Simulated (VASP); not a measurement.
# TaN (P-6m2) in VASP: further runs, part 2 of 2

VASP 6.6.1. Earlier steps stand in the parts before.

## Step 4: Single point, r2SCAN

POSCAR reads:

```
TaN
1.0
    2.9380000000      0.0000000000      0.0000000000
   -1.4690000000      2.5443826363      0.0000000000
    0.0000000000      0.0000000000      2.8830000000
Ta N
1 1
Direct
    0.0000000000      0.0000000000      0.5000000000
    0.6666666667      0.3333333333      0.0000000000
```

INCAR.step1 reads:

```
SYSTEM = TaN
ALGO = Normal ; EDIFF = 1E-5
ENCUT = 660 ; GGA = PE
GGA_COMPAT = .False. ; ISMEAR = 0
LASPH = .True. ; LCHARG = .False.
LREAL = .False. ; LWAVE = .True.
NBANDS = 15 ; NELM = 120
PREC = Accurate ; SIGMA = 0.1
```

INCAR.step2 reads:

```
SYSTEM = TaN
ALGO = Normal ; EDIFF = 1E-6
ENCUT = 660 ; GGA_COMPAT = .False.
ISIF = 2 ; ISMEAR = 0
ISTART = 1 ; LASPH = .True.
LCHARG = .True. ; LELF = .True.
LMIXTAU = .True. ; LREAL = .False.
LVHAR = .True. ; LWAVE = .False.
METAGGA = R2SCAN ; NBANDS = 15
NELM = 120 ; PREC = Accurate
SIGMA = 0.1
```

KPOINTS reads:

```
k-points
0
Gamma
  8 8 7
  0 0 0
```

Potentials or basis: VASP PAW PBE potentials, release 64 (Ta_pv, N).

The run is started by

```sh
$ cat potpaw_PBE.64/Ta_pv/POTCAR potpaw_PBE.64/N/POTCAR > POTCAR
$ cp INCAR.step1 INCAR
$ mpirun -np 1 vasp_std > vasp.out
$ cp INCAR.step2 INCAR
$ mpirun -np 1 vasp_std > vasp.out
```

OUTCAR:

```text
SYSTEM = TaN
   EDIFF = 1E-6
   ENCUT = 660
   ISIF = 2
   ISMEAR = 0
   ISTART = 1
   LASPH = .True.
   LREAL = .False.
   METAGGA = R2SCAN
   NELM = 120
   PREC = Accurate

 ion  position               nearest neighbor table
   1  0.000  0.000  0.500-   2 2.23   2 2.23   2 2.23   2 2.23   2 2.23   2 2.23
   2  0.667  0.333  0.000-   1 2.23   1 2.23   1 2.23   1 2.23   1 2.23   1 2.23

  LATTYP: Found a hexagonal cell.
 ALAT       =     2.9380000000
 C/A-ratio  =     0.9812797822

  Lattice vectors:

 A1 = (   2.9380000000,   0.0000000000,   0.0000000000)
 A2 = (  -1.4690000000,   2.5443826363,   0.0000000000)
 A3 = (   0.0000000000,   0.0000000000,   2.8830000000)

Analysis of symmetry for initial positions (statically):
=====================================================================
 Subroutine PRICEL returns:
 Original cell was already a primitive cell.

 Routine SETGRP: Setting up the symmetry group for a
 hexagonal supercell.

 Subroutine GETGRP returns: Found 12 space group operations
 (whereof 12 operations were pure point group operations)
 out of a pool of 24 trial point group operations.

The static configuration has the point symmetry D_3h.

[... 175 lines left out ...]
      6       3.3885      2.00000
      7       3.8230      2.00000
      8       5.0709      2.00000
      9      10.7047      0.00000
     10      11.9738      0.00000
     11      11.9738      0.00000
     12      12.4480      0.00000
     13      12.4480      0.00000
     14      18.8264      0.00000
[... 401 lines left out ...]
      2     -28.3192      2.00000
      3     -27.8049      2.00000
      4      -8.5326      2.00000
      5       0.1911      2.00000
      6       2.4521      2.00000
      7       3.2265      2.00000
      8       6.6140      2.00000
      9      11.0591      0.00000
     10      11.8978      0.00000
     11      13.4680      0.00000
     12      14.7853      0.00000
     13      17.9867      0.00000
     14      18.8317      0.00000
     15      21.5862      0.00000

 [... further k-points ...]

------------------------ aborting loop because EDIFF is reached ----------------------------------------

  FORCE on cell =-STRESS in cart. coord.  units (eV):
  Direction    XX          YY          ZZ          XY          YZ          ZX
  --------------------------------------------------------------------------------------
  -------------------------------------------------------------------------------------
  Total        0.1662459      0.1662459      0.2367382     -0.0000000      0.0000000      0.0000000
  in kB       12.3589785     12.3589785     17.5994892     -0.0000000      0.0000000      0.0000000
  external PRESSURE =      14.1058154 kB  Pullay stress =       0.0000000 kB

 VOLUME and BASIS-vectors are now :
 -----------------------------------------------------------------------------
  energy-cutoff  :      660.00
  volume of cell :       21.55
      direct lattice vectors                 reciprocal lattice vectors
     2.938000000  0.000000000  0.000000000     0.340367597  0.196511324  0.000000000
    -1.469000000  2.544382636  0.000000000     0.000000000  0.393022648  0.000000000
     0.000000000  0.000000000  2.883000000     0.000000000  0.000000000  0.346860909

 POSITION                                       TOTAL-FORCE (eV/Angst)
 -----------------------------------------------------------------------------------
      0.00000      0.00000      1.44150         0.000000      0.000000      0.000000
      1.46900      0.84813      0.00000        -0.000000      0.000000      0.000000
 -----------------------------------------------------------------------------------
    total drift:                               -0.000000      0.000000      0.000000

  FREE ENERGIE OF THE ION-ELECTRON SYSTEM (eV)
  ---------------------------------------------------
  free  energy   TOTEN  =       -60.3953174239 eV

  energy  without entropy=      -60.3950559935  energy(sigma->0) =      -60.39518671
```

OSZICAR.step1:

```text
N       E                     dE             d eps       ncg     rms          rms(c)
DAV:   1     0.111892242354E+03    0.11189E+03   -0.10299E+04  1200   0.133E+03
DAV:   2    -0.210797438159E+02   -0.13297E+03   -0.12572E+03  1480   0.356E+02
DAV:   3    -0.249671062380E+02   -0.38874E+01   -0.38720E+01  1389   0.588E+01
DAV:   4    -0.249849430479E+02   -0.17837E-01   -0.17832E-01  1550   0.436E+00
DAV:   5    -0.249850562521E+02   -0.11320E-03   -0.11319E-03  1424   0.338E-01    0.234E+01
DAV:   6    -0.225207675223E+02    0.24643E+01   -0.40330E+00  1585   0.249E+01    0.973E+00
DAV:   7    -0.224722003760E+02    0.48567E-01   -0.64670E-01  1298   0.652E+00    0.696E+00
DAV:   8    -0.224546226517E+02    0.17578E-01   -0.16836E-01  1480   0.361E+00    0.184E+00
DAV:   9    -0.224441005701E+02    0.10522E-01   -0.21105E-02  1361   0.129E+00    0.189E-01
DAV:  10    -0.224442234310E+02   -0.12286E-03   -0.14539E-03  1452   0.416E-01    0.128E-01
DAV:  11    -0.224441326925E+02    0.90739E-04   -0.11867E-04  1452   0.123E-01    0.185E-02
DAV:  12    -0.224441317207E+02    0.97175E-06   -0.15346E-05  1095   0.339E-02
   1 F= -.22444132E+02 E0= -.22444072E+02  d E =-.119287E-03
```

Run time: 2.4 min. Hardware: 1 thread of AMD EPYC 7R13, shared host; peak memory 0.14 GiB.

What came out:

```
Free energy            : -60.3953 eV
Pressure               : 1.4 GPa
Band gap on the k mesh : zero (bands 8 and 9 overlap by 0.20 eV)
```

Levels at points of the mesh, in eV from the Fermi level:
| k point | band 5 | band 6 | band 7 | band 8 | band 9 | band 10 | band 11 | band 12 |
| --- | --- | --- | --- | --- | --- | --- | --- | --- |
| (0.00, 0.00, 0.00) | -4.91 | -4.91 | -4.48 | -3.23 | 2.40 | 3.67 | 3.67 | 4.15 |
| (0.50, 0.00, 0.00) | -8.70 | -5.54 | -3.69 | -3.50 | 3.13 | 4.07 | 5.37 | 5.46 |

Caveat: the PAW data sets were made with another functional, which shifts forces and pressure a little; spin-orbit coupling is left out, which moves the levels of the heavy elements.

## Step 5: The runs side by side

```tsv
k mesh	gap on the mesh (eV)	pressure (GPa)
5 × 5 × 4	none	1.6
6 × 6 × 5	none	1.4
8 × 8 × 7	none	1.4
```

Alike in all rows: task single point; level r2SCAN; potentials or basis VASP PAW PBE potentials, release 64 (Ta_pv, N); no spin polarisation; cell as given; cutoff (eV) 660; smearing gaussian 0.1 eV.

Caveats: some runs use coarse meshes; the PAW data sets were made with another functional, which shifts forces and pressure a little; spin-orbit coupling is left out, which moves the levels of the heavy elements.

Absolute energies hang on the potentials; compare differences alone.
